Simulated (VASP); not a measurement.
# Pt (I4/mmm) in VASP: a series of runs

Runs on Pt. Level: PBEsol. Tasks: single point.

Program: VASP 6.6.1. These are calculated values, not measurements. Logs are shortened: lines on timing, memory, paths and dates and some standing lists are left out, and cuts for length are marked.

### Step 1. The cell of the first run

The structure is tetragonal, space group I4/mmm (No. 139). Conventional cell: a = 3.121 Å, b = 3.121 Å, c = 3.073 Å, α = 90.00°, β = 90.00°, γ = 90.00°. Pt (site symmetry 4/mmm) has 14 Pt at 2.69 to 3.12 Å within 3.5 Å.

### Step 2. Single point, PBEsol (strain -0.015 along x and y, -0.030 along z)

INCAR

```
PREC = Accurate
ENCUT = 520
EDIFF = 1E-6
ISMEAR = 0
SIGMA = 0.15
LREAL = False
LASPH = True
NELM = 100
ALGO = Normal
ISIF = 2
LWAVE = False
LCHARG = True
GGA = PS
LELF = True
LVHAR = True
NBANDS = 11
```

KPOINTS

```
regular mesh
0
Gamma
  22 22 22
```

POSCAR

```
Pt
1.0
   -1.5604567000      1.5604567000      1.5366934000
    1.5604567000     -1.5604567000      1.5366934000
    1.5604567000      1.5604567000     -1.5366934000
Pt
1
Direct
    0.0000000000      0.0000000000      0.0000000000
```

Potentials or basis: VASP PAW PBE potentials, release 64 (Pt).

Run with:

```bash
cat potpaw_PBE.64/Pt/POTCAR > POTCAR
mpirun -np 1 vasp_std > vasp.out
```

OUTCAR:

```text
PREC = Accurate
   ENCUT = 520
   EDIFF = 1E-6
   ISMEAR = 0
   LREAL = False
   LASPH = True
   NELM = 100
   ISIF = 2
   GGA = PS

 ion  position               nearest neighbor table
   1  0.000  0.000  0.000-

  LATTYP: Found a body centered tetragonal cell.
 ALAT       =     3.1209134000
 C/A-ratio  =     0.9847715736

  Lattice vectors:

 A1 = (  -1.5604567000,   1.5604567000,   1.5366934000)
 A2 = (   1.5604567000,  -1.5604567000,   1.5366934000)
 A3 = (   1.5604567000,   1.5604567000,  -1.5366934000)

Analysis of symmetry for initial positions (statically):
=====================================================================
 Subroutine PRICEL returns:
 Original cell was already a primitive cell.

 Routine SETGRP: Setting up the symmetry group for a
 body centered tetragonal supercell.

 Subroutine GETGRP returns: Found 16 space group operations
 (whereof 16 operations were pure point group operations)
 out of a pool of 16 trial point group operations.

The static configuration has the point symmetry D_4h.

Analysis of symmetry for dynamics (positions and initial velocities):
=====================================================================
 Subroutine PRICEL returns:
 Original cell was already a primitive cell.

 Routine SETGRP: Setting up the symmetry group for a
 body centered tetragonal supercell.

 Subroutine GETGRP returns: Found 16 space group operations
 (whereof 16 operations were pure point group operations)
 out of a pool of 16 trial point group operations.

The dynamic configuration has the point symmetry D_4h.

 Subroutine INISYM returns: Found 16 space group operations
 (whereof 16 operations are pure point group operations),
 and found     1 'primitive' translations

----------------------------------------------------------------------------------------

                                     Primitive cell

  volume of cell :      14.9675

  direct lattice vectors                    reciprocal lattice vectors
    -1.560456700  1.560456700  1.536693400     0.000000000  0.320419016  0.325373949
     1.560456700 -1.560456700  1.536693400     0.320419016  0.000000000  0.325373949
     1.560456700  1.560456700 -1.536693400     0.320419016  0.320419016  0.000000000

  length of vectors
     2.689140538  2.689140538  2.689140538     0.456658026  0.456658026  0.453140918

  position of ions in fractional coordinates (direct lattice)
     0.000000000  0.000000000  0.000000000

  ion indices of the primitive-cell ions
   primitive index   ion index
                 1           1

----------------------------------------------------------------------------------------

 KPOINTS: regular mesh

Automatic generation of k-mesh.
 Grid dimensions read from file:
 generate k-points for:   22   22   22

 Generating k-lattice:

  Cartesian coordinates                     Fractional coordinates (reciprocal lattice)
     0.000000000  0.014564501  0.014789725     0.045454545  0.000000000 -0.000000000
     0.014564501  0.000000000  0.014789725     0.000000000  0.045454545 -0.000000000
     0.014564501  0.014564501  0.000000000     0.000000000  0.000000000  0.045454545

  Length of vectors
     0.020757183  0.020757183  0.020597314

  Shift w.r.t. Gamma in fractional coordinates (k-lattice)
     0.000000000  0.000000000  0.000000000

 Subroutine IBZKPT returns following result:
 ===========================================

 Found    834 irreducible k-points:

 Following reciprocal coordinates:
            Coordinates               Weight
  0.000000  0.000000  0.000000      1.000000
  0.045455  0.000000  0.000000      8.000000
  0.090909  0.000000  0.000000      8.000000
  0.136364 -0.000000  0.000000      8.000000
  0.181818 -0.000000  0.000000      8.000000
  0.227273 -0.000000  0.000000      8.000000
[... 16 lines left out ...]
  0.500000  0.045455  0.000000     16.000000
 -0.454545  0.045455 -0.000000     16.000000
 [... further k-points ...]
   k-points           NKPTS =    834   k-points in BZ     NKDIM =    834   number of bands    NBANDS=     11
   number of dos      NEDOS =    301   number of ions     NIONS =      1
   total plane-waves  NPLWV =   8000
   dimension x,y,z NGX =    20 NGY =   20 NGZ =   20
   dimension x,y,z NGXF=    40 NGYF=   40 NGZF=   40
   ions per type =               1
   NGX,Y,Z   is equivalent  to a cutoff of  12.36, 12.36, 12.36 a.u.
   NGXF,Y,Z  is equivalent  to a cutoff of  24.73, 24.73, 24.73 a.u.
 SYSTEM =  unknown system
   PREC   = accura    normal or accurate (medium, high low for compatibility)
   ISTART =      0    job   : 0-new  1-cont  2-samecut
   ICHARG =      2    charge: 1-file 2-atom 10-const
   ISPIN  =      1    spin polarized calculation?
   LNONCOLLINEAR =      F non collinear calculations
   LSORBIT =      F    spin-orbit coupling
   LASPH  =      T    aspherical Exc in radial PAW
   ENCUT  =  520.0 eV  38.22 Ry    6.18 a.u.   5.00  5.00  5.00*2*pi/ulx,y,z
   NELM   =    100;   NELMIN=  2; NELMDL= -5     # of ELM steps
   EDIFF  = 0.1E-05   stopping-criterion for ELM
   LREAL  =      F    real-space projection
   EDIFFG = 0.1E-04   stopping-criterion for IOM
   NSW    =      0    number of steps for IOM
   IBRION =     -1    ionic relax: 0-MD 1-quasi-New 2-CG
   NFREE  =      0    steps in history (QN), initial steepest desc. (CG)
   ISIF   =      2    stress and relaxation
   ISYM   =      2    0-nonsym 1-usesym 2-fastsym
   POTIM  = 0.5000    time-step for ionic-motion
   TEBEG  =    0.0;   TEEND  =   0.0 temperature during run
   PSTRESS=    0.0 pullay stress
   NELECT =      10.0000    total number of electrons
   NUPDOWN=      -1.0000    fix difference up-down
   EMIN   =  10.00;   EMAX   =-10.00  energy-range for DOS
   EFERMI =   0.00;   METHOD = LEGACY
   ISMEAR =     0;   SIGMA  =   0.15  broadening in eV -4-tet -1-fermi 0-gaus
   EFERMI_NEDOS =   21; number of points for ismear=-14 and -15
   IALGO  =     38    algorithm
   IMIX   =      4    mixing-type and parameters
     AMIX     =   0.40;   BMIX     =  1.00
     AMIX_MAG =   1.60;   BMIX_MAG =  1.00
  volume/ion in A,a.u.               =      14.97       101.01
  Fermi-wavevector in a.u.,A,eV,Ry     =   1.431170  2.704519 27.868107  2.048248
  Thomas-Fermi vector in A             =   2.550936
   LORBIT       =      0    0 simple, 1 ext, 2 COOP (PROOUT), +10 PAW based schemes
   GGA     = PS    functional components
   LHFCALC =     F    Hartree Fock is set to
   AEXX    =    0.0000 exact exchange contribution
   IVDW    =     0    specifies the selected vdW correction
   LEPSILON=     F    determine dielectric tensor
   LRPA    =     F    only Hartree local field effects (RPA)
 non-spin polarized calculation
 Gauss-broadening in eV      SIGMA  =   0.15
  energy-cutoff  :      520.00
  volume of cell :       14.97
 maximum number of plane-waves:       415
   NGX =  9   NGY =  9   NGZ =  9

 number of electron      10.0000000 magnetization

 Free energy of the ion-electron system (eV)
  ---------------------------------------------------
  ext. energy  EPLUGINS =         0.00000000
  ---------------------------------------------------
  free energy    TOTEN  =        -6.85317401 eV

  energy without entropy =       -6.84100006  energy(sigma->0) =       -6.84708704

 E-fermi :  10.9864     XC(G=0): -13.6657

 val. band max:       10.9845517790   @ k =  -0.0455  -0.3636   0.0455
 cond. band min:      10.9880710962   @ k =  -0.2727   0.2727   0.2273
 fundamental gap:      0.0035193172
 Fermi energy:        10.9863703186

 k-point     1 :       0.0000    0.0000    0.0000
  band No.  band energies     occupation
      1       0.8727      2.00000
      2       7.1282      2.00000
      3       7.2701      2.00000
      4       7.2701      2.00000
      5       9.8417      2.00000
      6      10.0307      2.00000
      7      27.9698      0.00000
      8      27.9698      0.00000
      9      28.2813      0.00000
     10      38.6752      0.00000
     11      38.8630      0.00000

 k-point     2 :       0.0455    0.0000    0.0000
  band No.  band energies     occupation
      1       0.9624      2.00000
      2       7.1282      2.00000
      3       7.2688      2.00000
      4       7.3058      2.00000
      5       9.8308      2.00000
      6       9.9953      2.00000
      7      28.0466      0.00000
      8      28.1051      0.00000
      9      28.3459      0.00000
     10      37.3092      0.00000
     11      38.0212      0.00000

 k-point     3 :       0.0909    0.0000    0.0000
  band No.  band energies     occupation
      1       1.2264      2.00000
      2       7.0441      2.00000
      3       7.2605      2.00000
      4       7.4997      2.00000
      5       9.7665      2.00000
      6       9.9427      2.00000
      7      28.2123      0.00000
      8      28.5006      0.00000
      9      28.5044      0.00000
     10      35.7805      0.00000
     11      36.5736      0.00000

 k-point     4 :       0.1364   -0.0000    0.0000
  band No.  band energies     occupation
      1       1.6478      2.00000
      2       6.8844      2.00000
      3       7.2370      2.00000
      4       7.8500      2.00000
      5       9.6395      2.00000
      6       9.9390      2.00000
      7      28.2990      0.00000
      8      28.5593      0.00000
      9      29.1490      0.00000
     10      34.6422      0.00000
     11      35.1047      0.00000

 k-point     5 :       0.1818   -0.0000    0.0000
  band No.  band energies     occupation
      1       2.1923      2.00000
      2       6.6815      2.00000
      3       7.2033      2.00000
      4       8.3306      2.00000
      5       9.5346      2.00000
      6       9.9654      2.00000
      7      28.0855      0.00000
      8      28.1275      0.00000
      9      30.0099      0.00000
     10      34.0819      0.00000
     11      34.2091      0.00000
[... 211 lines left out ...]
 k-point    21 :       0.4091    0.0455    0.0000
  band No.  band energies     occupation
      1       3.9662      2.00000
      2       5.6937      2.00000
      3       9.4455      2.00000
      4      10.0412      2.00000
      5      10.5845      1.99985
      6      12.1313      0.00000
      7      18.8917      0.00000
      8      24.4951      0.00000
      9      27.5197      0.00000
     10      35.4593      0.00000
     11      36.1657      0.00000

 k-point    22 :       0.4545    0.0455    0.0000
  band No.  band energies     occupation
      1       3.9473      2.00000
      2       5.6398      2.00000
      3       9.7230      2.00000
      4      10.0830      2.00000
      5      10.9595      1.20030
      6      12.5282      0.00000
      7      17.9019      0.00000
      8      24.2643      0.00000
      9      27.0194      0.00000
     10      35.4063      0.00000
     11      36.5630      0.00000

 k-point    23 :       0.5000    0.0455    0.0000
  band No.  band energies     occupation
      1       3.9475      2.00000
      2       5.6404      2.00000
      3       9.7766      2.00000
      4      10.0115      2.00000
      5      10.9665      1.14897
      6      12.5294      0.00000
      7      17.9114      0.00000
      8      24.2671      0.00000
      9      27.0166      0.00000
     10      35.4355      0.00000
     11      36.5381      0.00000

 k-point    24 :      -0.4545    0.0455   -0.0000
  band No.  band energies     occupation
      1       3.9667      2.00000
      2       5.6953      2.00000
      3       9.5009      2.00000
      4       9.9379      2.00000
      5      10.6044      1.99968
      6      12.1363      0.00000
      7      18.9141      0.00000
      8      24.5036      0.00000
      9      27.5112      0.00000
     10      35.5606      0.00000
     11      36.0721      0.00000

 [... further k-points ...]
[... 5 lines left out ...]
  --------------------------------------------------------------------------------------
  -------------------------------------------------------------------------------------
  Total        0.4526143      0.4526143      0.2792128      0.0000000      0.0000000      0.0000000
  in kB       48.4493774     48.4493774     29.8878879      0.0000000      0.0000000      0.0000000
  external PRESSURE =      42.2622143 kB  Pullay stress =       0.0000000 kB

 VOLUME and BASIS-vectors are now :
 -----------------------------------------------------------------------------
  energy-cutoff  :      520.00
  volume of cell :       14.97
      direct lattice vectors                 reciprocal lattice vectors
    -1.560456700  1.560456700  1.536693400     0.000000000  0.320419016  0.325373949
     1.560456700 -1.560456700  1.536693400     0.320419016  0.000000000  0.325373949
     1.560456700  1.560456700 -1.536693400     0.320419016  0.320419016  0.000000000

 POSITION                                       TOTAL-FORCE (eV/Angst)
 -----------------------------------------------------------------------------------
      0.00000      0.00000      0.00000         0.000000      0.000000     -0.000000
 -----------------------------------------------------------------------------------
    total drift:                                0.000000     -0.000000      0.000000

  FREE ENERGIE OF THE ION-ELECTRON SYSTEM (eV)
  ---------------------------------------------------
  free  energy   TOTEN  =        -6.8531740111 eV

  energy  without entropy=       -6.8410000618  energy(sigma->0) =       -6.84708704
```

Run time: 65 s. Hardware: 1 thread of Intel Xeon Platinum 8375C at 2.90GHz (Ice Lake), shared host; peak memory 0.24 GiB.

What came out:

```
Free energy            : -6.8532 eV
Pressure               : 4.2 GPa
Band gap on the k mesh : zero (band 5 reaches 12.15 eV, above the bottom of band 6 at 9.83 eV)
```

Stress tensor (GPa, compression positive):
```
4.84 0.00 0.00
0.00 4.84 0.00
0.00 0.00 2.99
```

Caveat: the cell differs from its parent crystal (strain -0.015 along x and y, -0.030 along z); the PAW data sets were made with another functional, which shifts forces and pressure a little; spin-orbit coupling is left out, which moves the levels of the heavy elements.

### Step 3. Single point, PBEsol (strain -0.030 along x and y, +0.015 along z)

INCAR

```
  PREC = Accurate
  ENCUT = 520
  EDIFF = 1E-6
  ISMEAR = 0
  SIGMA = 0.15
  LREAL = F
  LASPH = T
  NELM = 60
  ALGO = Normal
  ISIF = 2
  LWAVE = F
  LCHARG = F
  GGA = PS
  NBANDS = 11
```

KPOINTS

```
Automatic mesh
0
Gamma
  22 22 22
```

POSCAR

```
Pt
1.0
   -1.5366934000      1.5366934000      1.6079833000
    1.5366934000     -1.5366934000      1.6079833000
    1.5366934000      1.5366934000     -1.6079833000
Pt
1
Direct
    0.0000000000      0.0000000000      0.0000000000
```

Potentials or basis: VASP PAW PBE potentials, release 64 (Pt).

Run with:

```bash
cat potpaw_PBE.64/Pt/POTCAR > POTCAR
mpirun -np 1 vasp_std > vasp.out
```

It took 69 s on 1 thread of Intel Xeon Platinum 8375C at 2.90GHz (Ice Lake), shared host; peak memory 0.24 GiB.

The run converged. Its results:

| Quantity | Value |
| --- | --- |
| Free energy | -6.8621 eV |
| Pressure | -0.1 GPa |
| Band gap on the k mesh | zero (band 5 reaches 11.88 eV, above the bottom of band 6 at 9.56 eV) |

Stress tensor (GPa, compression positive):
```
-1.62  0.00  0.00
 0.00 -1.62  0.00
 0.00  0.00  2.81
```

Levels at points of the mesh, in eV from the Fermi level:
```csv
k point,band 3,band 4,band 5,band 6,band 7,band 8
"(0.00, 0.00, 0.00)",-3.81,-3.42,-1.31,-0.81,16.53,17.39
"(0.50, 0.00, 0.00)",-1.49,-0.66,-0.01,1.11,6.49,13.42
"(0.50, 0.50, 0.00)",-0.88,-0.53,0.30,1.21,6.90,12.93
"(0.50, 0.50, 0.50)",0.50,0.64,0.64,6.81,8.18,8.18
```

Caveat: the cell differs from its parent crystal (strain -0.030 along x and y, +0.015 along z); the PAW data sets were made with another functional, which shifts forces and pressure a little; spin-orbit coupling is left out, which moves the levels of the heavy elements.
